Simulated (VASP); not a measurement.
# CuWO2 (P4/mmm) in VASP: a series of runs

CuWO2 is run at these levels: PBE+U; tasks: single point.

All numbers are computed with VASP 6.6.1; they aren't measurements. Logs are shortened: lines on timing, memory, paths and dates and some standing lists are left out, and cuts for length are marked.

**1. The cell of the first run**

Symmetry: P4/mmm, No. 123, tetragonal system. Conventional cell: a = 3.656 Å, b = 3.656 Å, c = 3.013 Å, α = 90.00°, β = 90.00°, γ = 90.00°. Within 3.1 Å of W (site symmetry 4/mmm) lie 8 O at 2.37 Å and 8 Cu at 2.99 Å and 2 W at 3.01 Å. Cu (site symmetry 4/mmm) has 4 O at 1.83 Å within 2.4 Å. Within 2.4 Å of O (site symmetry mmm) lie 2 Cu at 1.83 Å and 4 W at 2.37 Å. Within 2.4 Å of O (site symmetry mmm) lie 2 Cu at 1.83 Å and 4 W at 2.37 Å.

**2. Single point, PBE+U, collinear spin**

Input file POSCAR:

```
CuWO2
1.0
    3.6563042300      0.0000000000      0.0000000000
    0.0000000000      7.3126084500      0.0000000000
    0.0000000000      0.0000000000      3.0126741800
W Cu O
2 2 4
Direct
    0.5000000000      0.2500000000      0.5000000000
    0.5000000000      0.7500000000      0.5000000000
    0.0000000000      0.0000000000      0.0000000000
    0.0000000000      0.5000000000      0.0000000000
    0.0000000000      0.2500000000      0.0000000000
    0.0000000000      0.7500000000      0.0000000000
    0.5000000000      0.0000000000      0.0000000000
    0.5000000000      0.5000000000      0.0000000000
```

Input file INCAR.step1:

```
  PREC = Accurate
  ENCUT = 610
  EDIFF = 1E-6
  ISMEAR = -5
  SIGMA = 0.1
  LREAL = False
  LASPH = True
  NELM = 200
  ALGO = Normal
  ISIF = 2
  LWAVE = False
  LCHARG = True
  ISPIN = 2
  MAGMOM = 1 -1 1 -1 0 0 0 0
  LMAXMIX = 4
  LDAU = True
  LDAUTYPE = 2
  LDAUL = -1 2 -1
  LDAUU = 0 6.66 0
  LDAUJ = 0 0 0
  LDAUPRINT = 1
  GGA = PE
  NBANDS = 59
  GGA_COMPAT = False
  NEDOS = 2001
  LORBIT = 11
```

Input file KPOINTS.step1:

```
regular mesh
0
Gamma
  5 3 6
```

Input file INCAR.step2:

```
  PREC = Accurate
  ENCUT = 610
  EDIFF = 1E-6
  ISMEAR = -5
  SIGMA = 0.1
  LREAL = False
  LASPH = True
  NELM = 200
  ALGO = Normal
  ISIF = 2
  LWAVE = False
  LCHARG = False
  ISPIN = 2
  MAGMOM = 1 -1 1 -1 0 0 0 0
  LORBIT = 11
  LMAXMIX = 4
  LDAU = True
  LDAUTYPE = 2
  LDAUL = -1 2 -1
  LDAUU = 0 6.66 0
  LDAUJ = 0 0 0
  LDAUPRINT = 1
  GGA = PE
  NBANDS = 59
  NEDOS = 1001
  ICHARG = 11
  GGA_COMPAT = False
```

Input file KPOINTS.step2:

```
regular mesh
0
Gamma
  8 5 9
```

Potentials or basis: VASP PAW PBE potentials, release 64 (W_sv, Cu_sv_GW, O).

Started as:

```sh
$ cat potpaw_PBE.64/W_sv/POTCAR potpaw_PBE.64/Cu_sv_GW/POTCAR potpaw_PBE.64/O/POTCAR > POTCAR
$ cp INCAR.step1 INCAR
$ cp KPOINTS.step1 KPOINTS
$ mpirun -np 1 vasp_std > vasp.out
$ cp INCAR.step2 INCAR
$ cp KPOINTS.step2 KPOINTS
$ mpirun -np 1 vasp_std > vasp.out
```

OUTCAR:

```text
PREC = Accurate
   ENCUT = 610
   EDIFF = 1E-6
   ISMEAR = -5
   LREAL = False
   LASPH = True
   NELM = 200
   ISIF = 2
   ISPIN = 2
   LORBIT = 11
   GGA = PE
   ICHARG = 11

 ion  position               nearest neighbor table
   1  0.500  0.250  0.500-   7 2.37   8 2.37   7 2.37   8 2.37   5 2.37   5 2.37   5 2.37   5 2.37
                             3 2.99   3 2.99   3 2.99   4 2.99   4 2.99   3 2.99   4 2.99   4 2.99
   2  0.500  0.750  0.500-   7 2.37   8 2.37   7 2.37   8 2.37   6 2.37   6 2.37   6 2.37   6 2.37
                             3 2.99   3 2.99   3 2.99   4 2.99   4 2.99   3 2.99   4 2.99   4 2.99
   3  0.000  0.000  0.000-   5 1.83   6 1.83   7 1.83   7 1.83   1 2.99   1 2.99   2 2.99   1 2.99
                             2 2.99   2 2.99   1 2.99   2 2.99
   4  0.000  0.500  0.000-   5 1.83   6 1.83   8 1.83   8 1.83   1 2.99   1 2.99   2 2.99   1 2.99
                             2 2.99   2 2.99   1 2.99   2 2.99
   5  0.000  0.250  0.000-   3 1.83   4 1.83   1 2.37   1 2.37   1 2.37   1 2.37
   6  0.000  0.750  0.000-   3 1.83   4 1.83   2 2.37   2 2.37   2 2.37   2 2.37
   7  0.500  0.000  0.000-   3 1.83   3 1.83   1 2.37   1 2.37   2 2.37   2 2.37
   8  0.500  0.500  0.000-   4 1.83   4 1.83   1 2.37   1 2.37   2 2.37   2 2.37

  LATTYP: Found a simple orthorhombic cell.
 ALAT       =     3.0126741800
 B/A-ratio  =     1.2136407761
 C/A-ratio  =     2.4272815489

  Lattice vectors:

 A1 = (   0.0000000000,   0.0000000000,   3.0126741800)
 A2 = (   3.6563042300,   0.0000000000,   0.0000000000)
 A3 = (   0.0000000000,   7.3126084500,   0.0000000000)

Analysis of symmetry for initial positions (statically):
=====================================================================
 Subroutine PRICEL returns following result:

  LATTYP: Found a simple tetragonal cell.
 ALAT       =     3.6563042300
 C/A-ratio  =     0.8239670417
[... 12 lines left out ...]
 Subroutine GETGRP returns: Found  8 space group operations
 (whereof  8 operations were pure point group operations)
 out of a pool of  8 trial point group operations.

The static configuration has the point symmetry D_2h.

Analysis of symmetry for dynamics (positions and initial velocities):
=====================================================================
 Subroutine PRICEL returns following result:

  LATTYP: Found a simple tetragonal cell.
 ALAT       =     3.6563042300
 C/A-ratio  =     0.8239670417
[... 12 lines left out ...]
 Subroutine GETGRP returns: Found  8 space group operations
 (whereof  8 operations were pure point group operations)
 out of a pool of  8 trial point group operations.

The dynamic configuration has the point symmetry D_2h.

Analysis of structural, dynamic, and magnetic symmetry:
=====================================================================
 Subroutine PRICEL returns following result:

  LATTYP: Found a simple tetragonal cell.
 ALAT       =     3.6563042300
 C/A-ratio  =     0.8239670417
[... 12 lines left out ...]
 Subroutine GETGRP returns: Found  4 space group operations
 (whereof  4 operations were pure point group operations)
 out of a pool of  8 trial point group operations.

The overall configuration has the point symmetry C_2v.

 Subroutine INISYM returns: Found  4 space group operations
 (whereof  4 operations are pure point group operations),
 and found     2 'primitive' translations

----------------------------------------------------------------------------------------

                                     Primitive cell
[... 166 lines left out ...]
  o =  0.9384  v =  0.0000  0.0000  0.0000  0.0000  0.0000  0.0000  0.0000 -0.0000 -1.0000  0.0000      0.0000  0.0000  0.0000  0.0000  0.0000  0.0000  0.0000  0.0000  0.0000  0.0000
  o =  0.9397  v =  0.0000 -1.0000  0.0000 -0.0000 -0.0000  0.0000  0.0000  0.0000  0.0000  0.0000      0.0000  0.0000  0.0000  0.0000  0.0000  0.0000  0.0000  0.0000  0.0000  0.0000
  o =  0.9397  v =  0.0000  0.0000  0.0000  0.0000  0.0000  0.0000 -1.0000 -0.0000 -0.0000  0.0000      0.0000  0.0000  0.0000  0.0000  0.0000  0.0000  0.0000  0.0000  0.0000  0.0000
  o =  0.9488  v =  1.0000  0.0000  0.0000  0.0000  0.0000  0.0000  0.0000  0.0000  0.0000  0.0000      0.0000  0.0000  0.0000  0.0000  0.0000  0.0000  0.0000  0.0000  0.0000  0.0000
  o =  0.9488  v =  0.0000  0.0000  0.0000  0.0000  0.0000  1.0000  0.0000  0.0000  0.0000  0.0000      0.0000  0.0000  0.0000  0.0000  0.0000  0.0000  0.0000  0.0000  0.0000  0.0000

atom =   4  type =  2  l = 2

 onsite density matrix

spin component  1

  0.9488 -0.0000 -0.0000  0.0000  0.0000
 -0.0000  0.9397 -0.0000 -0.0000 -0.0000
 -0.0000 -0.0000  0.8855  0.0000 -0.0021
  0.0000 -0.0000  0.0000  0.9384  0.0000
  0.0000 -0.0000 -0.0021  0.0000  0.8839

spin component  2

  0.9488 -0.0000 -0.0000  0.0000  0.0000
 -0.0000  0.9397 -0.0000 -0.0000 -0.0000
 -0.0000 -0.0000  0.8854  0.0000 -0.0021
  0.0000 -0.0000  0.0000  0.9384  0.0000
  0.0000 -0.0000 -0.0021  0.0000  0.8832

 occupancies and eigenvectors

  o =  0.8819  v =  0.0000  0.0000  0.0000  0.0000  0.0000  0.0000 -0.0000 -0.5155  0.0000 -0.8569      0.0000  0.0000  0.0000  0.0000  0.0000  0.0000  0.0000  0.0000  0.0000  0.0000
  o =  0.8824  v =  0.0000 -0.0000 -0.5690 -0.0000 -0.8224  0.0000  0.0000  0.0000  0.0000  0.0000      0.0000  0.0000  0.0000  0.0000  0.0000  0.0000  0.0000  0.0000  0.0000  0.0000
  o =  0.8867  v =  0.0000  0.0000  0.0000  0.0000  0.0000  0.0000  0.0000 -0.8569  0.0000  0.5155      0.0000  0.0000  0.0000  0.0000  0.0000  0.0000  0.0000  0.0000  0.0000  0.0000
  o =  0.8869  v =  0.0000  0.0000 -0.8224  0.0000  0.5690  0.0000  0.0000  0.0000  0.0000  0.0000      0.0000  0.0000  0.0000  0.0000  0.0000  0.0000  0.0000  0.0000  0.0000  0.0000
  o =  0.9384  v =  0.0000  0.0000  0.0000  0.0000  0.0000  0.0000 -0.0000  0.0000 -1.0000 -0.0000      0.0000  0.0000  0.0000  0.0000  0.0000  0.0000  0.0000  0.0000  0.0000  0.0000
  o =  0.9384  v =  0.0000 -0.0000 -0.0000 -1.0000  0.0000  0.0000  0.0000  0.0000  0.0000  0.0000      0.0000  0.0000  0.0000  0.0000  0.0000  0.0000  0.0000  0.0000  0.0000  0.0000
  o =  0.9397  v =  0.0000  0.0000  0.0000  0.0000  0.0000  0.0000 -1.0000 -0.0000  0.0000  0.0000      0.0000  0.0000  0.0000  0.0000  0.0000  0.0000  0.0000  0.0000  0.0000  0.0000
  o =  0.9397  v =  0.0000 -1.0000 -0.0000  0.0000  0.0000  0.0000  0.0000  0.0000  0.0000  0.0000      0.0000  0.0000  0.0000  0.0000  0.0000  0.0000  0.0000  0.0000  0.0000  0.0000
  o =  0.9488  v =  0.0000  0.0000  0.0000  0.0000  0.0000  1.0000  0.0000  0.0000  0.0000  0.0000      0.0000  0.0000  0.0000  0.0000  0.0000  0.0000  0.0000  0.0000  0.0000  0.0000
  o =  0.9488  v =  1.0000  0.0000  0.0000  0.0000  0.0000  0.0000  0.0000  0.0000  0.0000  0.0000      0.0000  0.0000  0.0000  0.0000  0.0000  0.0000  0.0000  0.0000  0.0000  0.0000

 number of electron      90.0000011 magnetization       0.0000000

 Free energy of the ion-electron system (eV)
  ---------------------------------------------------
  ext. energy  EPLUGINS =         0.00000000
  ---------------------------------------------------
  free energy    TOTEN  =       -45.82636491 eV

  energy without entropy =      -45.82636491  energy(sigma->0) =      -45.82636491

 E-fermi :  10.0273     XC(G=0): -13.1756

 val. band max:       10.0772649212   @ k =   0.2500   0.4000   0.0000
 cond. band min:       9.9403452843   @ k =   0.0000   0.2000   0.0000
 fundamental gap:     -0.1369196369
 Fermi energy:        10.0272937284

 spin component 1

 k-point     1 :       0.0000    0.0000    0.0000
  band No.  band energies     occupation
      1    -101.4213      1.00000
      2    -101.4203      1.00000
      3     -65.7859      1.00000
      4     -65.2829      1.00000
      5     -58.9440      1.00000
      6     -58.9435      1.00000
[... 2873 lines left out ...]
     56      16.2145      0.00000
     57      16.8131      0.00000

 [... further k-points ...]

 [bands above 57 left out]

------------------------ aborting loop because EDIFF is reached ----------------------------------------

  FORCE on cell =-STRESS in cart. coord.  units (eV):
  Direction    XX          YY          ZZ          XY          YZ          ZX
  --------------------------------------------------------------------------------------
  -------------------------------------------------------------------------------------
  Total       27.0727262     24.5131664     -3.0268353      0.0000000      0.0000000      0.0000000
  in kB      538.4876689    487.5769711    -60.2050008      0.0000000      0.0000000      0.0000000
  external PRESSURE =     321.9532131 kB  Pullay stress =       0.0000000 kB

 VOLUME and BASIS-vectors are now :
 -----------------------------------------------------------------------------
  energy-cutoff  :      610.00
  volume of cell :       80.55
      direct lattice vectors                 reciprocal lattice vectors
     3.656304230  0.000000000  0.000000000     0.273500217  0.000000000  0.000000000
     0.000000000  7.312608450  0.000000000     0.000000000  0.136750109  0.000000000
     0.000000000  0.000000000  3.012674180     0.000000000  0.000000000  0.331931016

 POSITION                                       TOTAL-FORCE (eV/Angst)
 -----------------------------------------------------------------------------------
      1.82815      1.82815      1.50634        -0.000000      0.000166     -0.000000
      1.82815      5.48446      1.50634        -0.000000      0.000166     -0.000000
      0.00000      0.00000      0.00000        -0.000000     -0.000262     -0.000000
      0.00000      3.65630      0.00000        -0.000000     -0.000262      0.000000
      0.00000      1.82815      0.00000         0.000000     -0.000126      0.000000
      0.00000      5.48446      0.00000        -0.000000     -0.000126     -0.000000
      1.82815      0.00000      0.00000        -0.000000      0.000222     -0.000000
      1.82815      3.65630      0.00000        -0.000000      0.000222     -0.000000
 -----------------------------------------------------------------------------------
    total drift:                                0.000000      0.000048      0.000000

  FREE ENERGIE OF THE ION-ELECTRON SYSTEM (eV)
  ---------------------------------------------------
  free  energy   TOTEN  =       -45.8263649140 eV

  energy  without entropy=      -45.8263649140  energy(sigma->0) =      -45.82636491

 total charge

# of ion       s       p       d       f       tot
--------------------------------------------------
    1        2.208   6.132   3.296   0.000  11.635
    2        2.208   6.132   3.296   0.000  11.635
    3        2.259   6.550   9.170   0.023  18.002
    4        2.259   6.550   9.170   0.023  18.002
    5        1.580   3.440   0.000   0.000   5.019
    6        1.580   3.440   0.000   0.000   5.019
    7        1.579   3.441   0.000   0.000   5.021
    8        1.579   3.441   0.000   0.000   5.021
--------------------------------------------------
tot         15.252  39.124  24.930   0.047  79.353

 magnetization (x)

# of ion       s       p       d       f       tot
--------------------------------------------------
    1        0.020   0.009   0.977   0.000   1.005
    2       -0.020  -0.009  -0.977   0.000  -1.005
    3       -0.000   0.000  -0.001  -0.000  -0.001
    4        0.000  -0.000   0.001   0.000   0.001
    5        0.016  -0.001   0.000   0.000   0.016
    6       -0.016   0.001   0.000   0.000  -0.016
    7       -0.000  -0.000   0.000   0.000  -0.000
    8        0.000   0.000   0.000   0.000   0.000
--------------------------------------------------
tot          0.000   0.000   0.000   0.000   0.000
```

It took 9.2 min on 1 thread of Intel Xeon 6975P-C (Granite Rapids), shared host; peak memory 0.71 GiB.

What came out:

```yaml
Net_moment: 0.00 μB per cell
Site_moments: W +1.00, -1.00; Cu -0.00, +0.00; O +0.02, -0.02, -0.00, +0.00 μB
Valence_electrons_inside_the_program's_atomic_spheres: W 11.63; Cu 18.00; O 5.02
```

Eigenvalues of the final occupation matrices:
| site | spin | trace | eigenvalues |
| --- | --- | --- | --- |
| site 3 d | 1 | 4.60 | 0.88 0.89 0.94 0.94 0.95 |
| site 3 d | 2 | 4.60 | 0.88 0.89 0.94 0.94 0.95 |
| site 4 d | 1 | 4.60 | 0.88 0.89 0.94 0.94 0.95 |
| site 4 d | 2 | 4.60 | 0.88 0.89 0.94 0.94 0.95 |

Caveat: spin-orbit coupling is left out, which moves the levels of the heavy elements; tetrahedron occupations give inexact forces and stress in metals.

**3. Single point, PBE+U, collinear spin**

POSCAR is that of step 2.

Input file INCAR.step1:

```
PREC = Accurate
ENCUT = 610
EDIFF = 1E-6
ISMEAR = -5
SIGMA = 0.1
LREAL = F
LASPH = T
NELM = 200
ALGO = Normal
ISIF = 2
LWAVE = F
LCHARG = T
ISPIN = 2
MAGMOM = -1 -1 1 1 0 0 0 0
LMAXMIX = 4
LDAU = T
LDAUTYPE = 2
LDAUL = -1 2 -1
LDAUU = 0 6.66 0
LDAUJ = 0 0 0
LDAUPRINT = 1
GGA = PE
NBANDS = 59
GGA_COMPAT = F
NEDOS = 2001
LORBIT = 11
```

KPOINTS.step1 is that of step 2.

Input file INCAR.step2:

```
PREC = Accurate
ENCUT = 610
EDIFF = 1E-6
ISMEAR = -5
SIGMA = 0.1
LREAL = F
LASPH = T
NELM = 200
ALGO = Normal
ISIF = 2
LWAVE = F
LCHARG = F
ISPIN = 2
MAGMOM = -1 -1 1 1 0 0 0 0
LORBIT = 10
LMAXMIX = 4
LDAU = T
LDAUTYPE = 2
LDAUL = -1 2 -1
LDAUU = 0 6.66 0
LDAUJ = 0 0 0
LDAUPRINT = 1
GGA = PE
NBANDS = 59
NEDOS = 1001
ICHARG = 11
GGA_COMPAT = F
```

KPOINTS.step2 is that of step 2.

Potentials or basis: VASP PAW PBE potentials, release 64 (W_sv, Cu_sv_GW, O).

Started as:

```sh
$ cat potpaw_PBE.64/W_sv/POTCAR potpaw_PBE.64/Cu_sv_GW/POTCAR potpaw_PBE.64/O/POTCAR > POTCAR
$ cp INCAR.step1 INCAR
$ cp KPOINTS.step1 KPOINTS
$ mpirun -np 1 vasp_std > vasp.out
$ cp INCAR.step2 INCAR
$ cp KPOINTS.step2 KPOINTS
$ mpirun -np 1 vasp_std > vasp.out
```

Wall time 24 min (1 thread of Intel Xeon 6975P-C (Granite Rapids), shared host); peak memory 0.72 GiB.

The run converged. Its results:

| Item | Value |
| --- | --- |
| Net moment | -3.34 μB per cell |
| Site moments | W -1.39; Cu -0.04; O -0.01 μB |
| Valence electrons inside the program's atomic spheres | W 11.65; Cu 17.99; O 5.02, 5.01 (each value once) |

Levels at points of the mesh, in eV from the Fermi level:
Spin up:
```csv
k point,band 40,band 41,band 42,band 43,band 44,band 45,band 46,band 47
"(0.00, 0.00, 0.00)",-3.35,-3.24,-2.93,-2.02,-1.91,-0.11,-0.02,0.12
"(0.50, 0.00, 0.00)",-2.90,-2.03,-1.91,-0.45,0.15,0.52,0.59,1.15
```
Spin down:
```
           k point  band 43  band 44  band 45  band 46  band 47  band 48  band 49  band 50  band 51  band 52
(0.00, 0.00, 0.00)    -2.78    -2.00    -1.07    -0.95    -0.90    -0.75    -0.59    -0.45    -0.34    -0.33
(0.50, 0.00, 0.00)    -1.28    -0.89    -0.76    -0.44     0.09     1.13     1.83     2.14     2.21     2.23
```

Eigenvalues of the final occupation matrices:
```csv
site,spin,trace,eigenvalues
site 3 d,1,4.58,0.88 0.89 0.93 0.93 0.94
site 3 d,2,4.62,0.88 0.90 0.94 0.94 0.95
site 4 d,1,4.58,0.88 0.89 0.93 0.93 0.94
site 4 d,2,4.62,0.88 0.90 0.94 0.94 0.95
```

Caveat: spin-orbit coupling is left out, which moves the levels of the heavy elements; tetrahedron occupations give inexact forces and stress in metals.
